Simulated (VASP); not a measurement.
# Ta2Si (I4/mcm) in VASP: notebook, part 2 of 3

VASP 6.6.1. Earlier steps stand in the parts before.

## Step 3: Single point, PBEsol+D4

This run uses another cell than the first one, of 15.67 Å³/atom, 1.011 times its volume.

INCAR reads:

```
SYSTEM = Ta2Si
PREC = Accurate
ENCUT = 520
EDIFF = 1E-7
ISMEAR = 0
SIGMA = 0.1
LREAL = .False.
LASPH = .True.
NELM = 80
ALGO = Fast
ISIF = 2
LWAVE = .False.
LCHARG = .False.
GGA = PS
IVDW = 13
NBANDS = 35
```

KPOINTS reads:

```
regular mesh
0
Gamma
  10 10 10
  0 0 0
```

POSCAR reads:

```
Ta2Si
1.0
   -3.0593130508      3.0593130508      2.5119384862
    3.0593130508     -3.0593130508      2.5119384862
    3.0593130508      3.0593130508     -2.5119384862
Ta Si
4 2
Direct
    0.6629704073      0.8370295927      0.5000000000
    0.8370295927      0.3370295927      0.1740591855
    0.3370295927      0.1629704073      0.5000000000
    0.1629704073      0.6629704073      0.8259408145
    0.2500000000      0.2500000000      0.0000000000
    0.7500000000      0.7500000000      0.0000000000
```

Potentials or basis: VASP PAW PBE potentials, release 64 (Ta_pv, Si).

The run is started by

```console
> cat potpaw_PBE.64/Ta_pv/POTCAR potpaw_PBE.64/Si/POTCAR > POTCAR
> mpirun -np 1 vasp_std > vasp.out
```

OUTCAR:

```text
SYSTEM = Ta2Si
   PREC = Accurate
   ENCUT = 520
   EDIFF = 1E-7
   ISMEAR = 0
   LREAL = .False.
   LASPH = .True.
   NELM = 80
   ISIF = 2
   GGA = PS
   IVDW = 13

 ion  position               nearest neighbor table
   1  0.663  0.837  0.500-   5 2.61   6 2.61   6 2.61   5 2.61   3 2.82   3 2.93   3 2.93   2 3.21
                             4 3.21   4 3.21   2 3.21   4 3.24   2 3.24   4 3.24   2 3.24
   2  0.837  0.337  0.174-   6 2.61   5 2.61   5 2.61   6 2.61   4 2.82   4 2.93   4 2.93   1 3.21
                             3 3.21   3 3.21   1 3.21   1 3.24   3 3.24   3 3.24   1 3.24
   3  0.337  0.163  0.500-   6 2.61   5 2.61   5 2.61   6 2.61   1 2.82   1 2.93   1 2.93   2 3.21
                             4 3.21   4 3.21   2 3.21   4 3.24   2 3.24   2 3.24   4 3.24
   4  0.163  0.663  0.826-   6 2.61   5 2.61   5 2.61   6 2.61   2 2.82   2 2.93   2 2.93   3 3.21
                             1 3.21   1 3.21   3 3.21   3 3.24   1 3.24   1 3.24   3 3.24
   5  0.250  0.250  0.000-   6 2.51   6 2.51   1 2.61   3 2.61   1 2.61   3 2.61   2 2.61   4 2.61
                             4 2.61   2 2.61
   6  0.750  0.750  0.000-   5 2.51   5 2.51   3 2.61   1 2.61   3 2.61   1 2.61   4 2.61   2 2.61
                             4 2.61   2 2.61

  LATTYP: Found a body centered tetragonal cell.
 ALAT       =     6.1186261016
 C/A-ratio  =     0.8210792568

  Lattice vectors:

 A1 = (  -3.0593130508,   3.0593130508,   2.5119384862)
 A2 = (   3.0593130508,  -3.0593130508,   2.5119384862)
 A3 = (   3.0593130508,   3.0593130508,  -2.5119384862)

Analysis of symmetry for initial positions (statically):
=====================================================================
 Subroutine PRICEL returns:
 Original cell was already a primitive cell.

 Routine SETGRP: Setting up the symmetry group for a
 body centered tetragonal supercell.

 Subroutine GETGRP returns: Found 16 space group operations
 (whereof  8 operations were pure point group operations)
 out of a pool of 16 trial point group operations.

The static configuration has the point symmetry C_4h.
 The point group associated with its full space group is D_4h.

Analysis of symmetry for dynamics (positions and initial velocities):
=====================================================================
 Subroutine PRICEL returns:
 Original cell was already a primitive cell.

 Routine SETGRP: Setting up the symmetry group for a
 body centered tetragonal supercell.

 Subroutine GETGRP returns: Found 16 space group operations
 (whereof  8 operations were pure point group operations)
 out of a pool of 16 trial point group operations.

The dynamic configuration has the point symmetry C_4h.
 The point group associated with its full space group is D_4h.

 Subroutine INISYM returns: Found 16 space group operations
 (whereof  8 operations are pure point group operations),
 and found     1 'primitive' translations

----------------------------------------------------------------------------------------

                                     Primitive cell

  volume of cell :      94.0409

  direct lattice vectors                    reciprocal lattice vectors
    -3.059313051  3.059313051  2.511938486     0.000000000  0.163435383  0.199049460
     3.059313051 -3.059313051  2.511938486     0.163435383  0.000000000  0.199049460
     3.059313051  3.059313051 -2.511938486     0.163435383  0.163435383  0.000000000

  length of vectors
[... 69 lines left out ...]
  0.300000  0.300000 -0.000000      8.000000
  0.400000  0.300000 -0.000000     16.000000
 [... further k-points ...]
   k-points           NKPTS =    102   k-points in BZ     NKDIM =    102   number of bands    NBANDS=     35
   number of dos      NEDOS =    301   number of ions     NIONS =      6
   total plane-waves  NPLWV =  64000
   dimension x,y,z NGX =    40 NGY =   40 NGZ =   40
   dimension x,y,z NGXF=    80 NGYF=   80 NGZF=   80
   ions per type =               4   2
   NGX,Y,Z   is equivalent  to a cutoff of  13.29, 13.29, 13.29 a.u.
   NGXF,Y,Z  is equivalent  to a cutoff of  26.58, 26.58, 26.58 a.u.
 SYSTEM =  Ta2Si
   PREC   = accura    normal or accurate (medium, high low for compatibility)
   ISTART =      0    job   : 0-new  1-cont  2-samecut
   ICHARG =      2    charge: 1-file 2-atom 10-const
   ISPIN  =      1    spin polarized calculation?
   LNONCOLLINEAR =      F non collinear calculations
   LSORBIT =      F    spin-orbit coupling
   LASPH  =      T    aspherical Exc in radial PAW
   ENCUT  =  520.0 eV  38.22 Ry    6.18 a.u.   9.30  9.30  9.30*2*pi/ulx,y,z
   NELM   =     80;   NELMIN=  2; NELMDL= -5     # of ELM steps
   EDIFF  = 0.1E-06   stopping-criterion for ELM
   LREAL  =      F    real-space projection
   EDIFFG = 0.1E-05   stopping-criterion for IOM
   NSW    =      0    number of steps for IOM
   IBRION =     -1    ionic relax: 0-MD 1-quasi-New 2-CG
   NFREE  =      0    steps in history (QN), initial steepest desc. (CG)
   ISIF   =      2    stress and relaxation
   ISYM   =      2    0-nonsym 1-usesym 2-fastsym
   POTIM  = 0.5000    time-step for ionic-motion
   TEBEG  =    0.0;   TEEND  =   0.0 temperature during run
   PSTRESS=    0.0 pullay stress
   NELECT =      52.0000    total number of electrons
   NUPDOWN=      -1.0000    fix difference up-down
   EMIN   =  10.00;   EMAX   =-10.00  energy-range for DOS
   EFERMI =   0.00;   METHOD = LEGACY
   ISMEAR =     0;   SIGMA  =   0.10  broadening in eV -4-tet -1-fermi 0-gaus
   EFERMI_NEDOS =   21; number of points for ismear=-14 and -15
   IALGO  =     68    algorithm
   IMIX   =      4    mixing-type and parameters
     AMIX     =   0.40;   BMIX     =  1.00
     AMIX_MAG =   1.60;   BMIX_MAG =  1.00
  volume/ion in A,a.u.               =      15.67       105.77
  Fermi-wavevector in a.u.,A,eV,Ry     =   1.343704  2.539233 24.565876  1.805541
  Thomas-Fermi vector in A             =   2.471757
   LORBIT       =      0    0 simple, 1 ext, 2 COOP (PROOUT), +10 PAW based schemes
   GGA     = PS    functional components
   LHFCALC =     F    Hartree Fock is set to
   AEXX    =    0.0000 exact exchange contribution
   IVDW    =    13    specifies the selected vdW correction
   LEPSILON=     F    determine dielectric tensor
   LRPA    =     F    only Hartree local field effects (RPA)
 non-spin polarized calculation
 RMM-DIIS sequential band-by-band and
 Gauss-broadening in eV      SIGMA  =   0.10
  energy-cutoff  :      520.00
  volume of cell :       94.04
 maximum number of plane-waves:      2557
 NGX is ok and might be reduce to    40
   NGX = 19   NGY = 19   NGZ = 19

 number of electron      52.0000001 magnetization

 Free energy of the ion-electron system (eV)
  ---------------------------------------------------
  ext. energy  EPLUGINS =         0.00000000
  ---------------------------------------------------
  free energy    TOTEN  =       -65.31038390 eV

  energy without entropy =      -65.29455023  energy(sigma->0) =      -65.30246707

 E-fermi :   7.6365     XC(G=0): -12.6438

 val. band max:        7.6353069334   @ k =  -0.3000   0.3000   0.0000
 cond. band min:       7.6375404110   @ k =  -0.4000   0.4000   0.1000
 fundamental gap:      0.0022334775
 Fermi energy:         7.6364526677

 k-point     1 :       0.0000    0.0000    0.0000
  band No.  band energies     occupation
      1     -26.8323      2.00000
      2     -26.8237      2.00000
      3     -26.8237      2.00000
      4     -26.7643      2.00000
      5     -26.7643      2.00000
      6     -26.7407      2.00000
[... 901 lines left out ...]
     34      11.5047      0.00000
     35      12.0325      0.00000

 [... further k-points ...]

------------------------ aborting loop because EDIFF is reached ----------------------------------------

  DFT-D4 for vdW energy calculation

  Edisp (eV):   -1.30674

  FORCE on cell =-STRESS in cart. coord.  units (eV):
  Direction    XX          YY          ZZ          XY          YZ          ZX
  --------------------------------------------------------------------------------------
  -------------------------------------------------------------------------------------
  Total       0.18499     0.18499     0.13469     0.00000    -0.00000     0.00000
  in kB       3.15176     3.15176     2.29469     0.00000    -0.00000     0.00000
  external pressure =        2.87 kB  Pullay stress =        0.00 kB

 VOLUME and BASIS-vectors are now :
 -----------------------------------------------------------------------------
  energy-cutoff  :      520.00
  volume of cell :       94.04
      direct lattice vectors                 reciprocal lattice vectors
    -3.059313051  3.059313051  2.511938486     0.000000000  0.163435383  0.199049460
     3.059313051 -3.059313051  2.511938486     0.163435383  0.000000000  0.199049460
     3.059313051  3.059313051 -2.511938486     0.163435383  0.163435383  0.000000000

 POSITION                                       TOTAL-FORCE (eV/Angst)
 -----------------------------------------------------------------------------------
      2.06216      0.99715      2.51194         0.004062     -0.004062      0.000000
     -0.99715      2.06216      2.51194         0.004062      0.004062      0.000000
      0.99715      2.06216      0.00000        -0.004062      0.004062      0.000000
      4.05647      0.99715      0.00000        -0.004062     -0.004062     -0.000000
      0.00000      0.00000      1.25597         0.000000     -0.000000     -0.000000
      0.00000      0.00000      3.76791         0.000000     -0.000000     -0.000000
 -----------------------------------------------------------------------------------
    total drift:                               -0.000000      0.000000     -0.000000

  FREE ENERGIE OF THE ION-ELECTRON SYSTEM (eV)
  ---------------------------------------------------
  free  energy   TOTEN  =       -66.6171246545 eV

  energy  without entropy=      -66.6012909917  energy(sigma->0) =      -66.60920782
```

Wall time 4 min (1 thread of Intel Xeon 6975P-C (Granite Rapids), shared host); peak memory 0.42 GiB.

Results:

* Free energy: -66.6171 eV
* Pressure: 0.3 GPa
* Largest force: 0.006 eV/Å
* Band gap on the k mesh: zero (band 26 reaches 7.99 eV, above the bottom of band 27 at 7.22 eV)
* Dispersion energy per atom: -0.218 eV

Forces in eV/Å, atoms in the order of the input:
```
Ta   0.004 -0.004  0.000
Ta   0.004  0.004  0.000
Ta  -0.004  0.004  0.000
Ta  -0.004 -0.004  0.000
Si   0.000  0.000  0.000
Si   0.000  0.000  0.000
```

Levels at points of the mesh, in eV from the Fermi level:
| k point | band 22 | band 23 | band 24 | band 25 | band 26 | band 27 | band 28 | band 29 | band 30 | band 31 |
| --- | --- | --- | --- | --- | --- | --- | --- | --- | --- | --- |
| (0.00, 0.00, 0.00) | -2.56 | -2.55 | -2.04 | 0.20 | 0.20 | 0.92 | 1.35 | 1.35 | 1.61 | 1.61 |
| (0.50, 0.00, 0.00) | -2.07 | -2.02 | -2.02 | -1.05 | -1.05 | 0.68 | 0.68 | 1.92 | 1.92 | 2.85 |
| (0.50, 0.50, 0.00) | -2.21 | -1.98 | -1.45 | -0.23 | 0.03 | 0.07 | 0.65 | 1.37 | 1.83 | 3.25 |
| (0.50, 0.50, 0.50) | -1.50 | -1.08 | -1.06 | -1.02 | -1.02 | -0.24 | 0.20 | 0.71 | 0.71 | 2.74 |

Caveat: the PAW data sets were made with another functional, which shifts forces and pressure a little; spin-orbit coupling is left out, which moves the levels of the heavy elements; pairwise dispersion overbinds metals, which lowers pressure and volume.

(Continued in part 3 of 3.)
